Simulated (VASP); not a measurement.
Runs of VASP 6.6.1 on CuNi2. The structure is that of space group Fd-3m (No. 227), or close to it. The cells are those of the table. 

```csv
task,cell,k mesh,cutoff (eV),gap on the mesh (eV),pressure (GPa),relaxed volume (Å³/atom)
relaxation of cell and atoms,"relaxed from a = 4.635 Å, angles 60.0°, 6 atoms",10 × 10 × 10,600,none,0.0,11.75
relaxation of cell and atoms,"relaxed from a = 4.514 Å, angles 60.0°, 6 atoms",6 × 6 × 6,600,none,0.3,(a)
single point,"a = 4.637 Å, angles 60.0°, 6 atoms",10 × 10 × 10,520,none,0.3,-
single point,"a = 4.635 Å, angles 60.0°, 6 atoms",6 × 6 × 6,520,none,0.1,-
```

Alike in all rows: level PBE; potentials or basis VASP PAW PBE potentials, release 64 (Cu, Ni); no spin polarisation; smearing gaussian 0.1 eV.

Question: Estimate the missing entries.

Answer: (a) 11.71.

A gap of «none» marks levels without a gap at the run's occupations.
